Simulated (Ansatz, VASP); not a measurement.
One calculation of ZnCd2S3, two programs

```
CELL_PARAMETERS angstrom
-2.02773 2.02773 8.73205
2.02773 -2.02773 8.73205
2.02773 2.02773 -8.73205
ATOMIC_POSITIONS crystal
Zn 0.00000 0.00000 0.00000
Cd 0.66143 0.66143 0.00000
Cd 0.33857 0.33857 0.00000
S 0.75000 0.25000 0.50000
S 0.42749 0.92749 0.50000
S 0.07251 0.57251 0.50000
```

Alike in both runs: task single point; functional PBE; k mesh 10 × 10 × 10; occupations gaussian, width 0.02 eV; no spin polarisation.

|  | VASP | Ansatz |
| --- | --- | --- |
| version | VASP 6.6.1 | Ansatz 0.2.0 |
| potentials or method | VASP PAW PBE potentials, release 64 (Zn, Cd, S), cutoff 520 eV | scalar-relativistic, plane waves, PAW |
| valence electrons in the cell | 54 | 70 |

|  | VASP | Ansatz | Ansatz less VASP |
| --- | --- | --- | --- |
| gap on the k mesh at the Fermi level (eV) | 1.24 | 1.23 | -0.004 |
| least direct gap on the mesh (eV) | 1.24 | 1.23 | -0.004 |
| pressure (GPa) | 0.2 | 0.0 | -0.25 |
| rms of the force components (eV/Å) | 0.008 | 0.000 | -0.0075 |

Atom by atom the forces differ by 0.008 eV/Å (rms over components). The functional is the same, so the differences come from potentials, cutoffs and numerics. VASP's potentials hold 54 valence electrons a cell and Ansatz's 70, so a difference there can come from the potentials and not from the codes.
